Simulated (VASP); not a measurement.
Set up this calculation in VASP 6.6.1, as the native input.

```yaml
Task: single point
Functional: PBE
Dispersion: D3(BJ)
Potentials_or_basis: VASP PAW PBE potentials, release 64 (Cl)
Cutoff: 520 eV
k_mesh: 8 × 8 × 4
Occupations: gaussian, width 0.02 eV
Spin: no spin polarisation
Dipole_correction: no
Further_INCAR_settings: ALGO = Normal; EDIFF = 1e-06; NBANDS = 22
```

The structure of Cl lies in POSCAR:

```
Cl
1.0
    3.2922195250     -2.0343234529      0.0000000000
    3.2922195250      2.0343234529      0.0000000000
    0.0000000000      0.0000000000      8.0987698865
Cl
4
Direct
    0.8756465304      0.1243534696      0.1088043941
    0.6243534696      0.3756465304      0.6088043941
    0.1243534696      0.8756465304      0.8911956059
    0.3756465304      0.6243534696      0.3911956059
```

One way to write it, as run:

INCAR

```
ALGO = Normal ; EDIFF = 1E-6
ENCUT = 520 ; GGA = PE
ISIF = 2 ; ISMEAR = 0
IVDW = 12 ; LASPH = T
LCHARG = F ; LREAL = F
LWAVE = F ; NBANDS = 22
NELM = 60 ; PREC = Accurate
SIGMA = 0.02
```

KPOINTS

```
k-points
0
Gamma
  8 8 4
```

Potentials or basis: VASP PAW PBE potentials, release 64 (Cl).

Launch:

```sh
$ cat potpaw_PBE.64/Cl/POTCAR > POTCAR
$ mpirun -np 1 vasp_std > vasp.out
```

It gave:

```
Pressure                   : -0.4 GPa
Largest force              : 0.169 eV/Å
Band gap on the k mesh     : 2.24 eV
Dispersion energy per atom : -0.163 eV
```

It took 2.5 min on 1 thread of Intel Xeon 8259CL (shared host), peak memory 0.28 GiB.
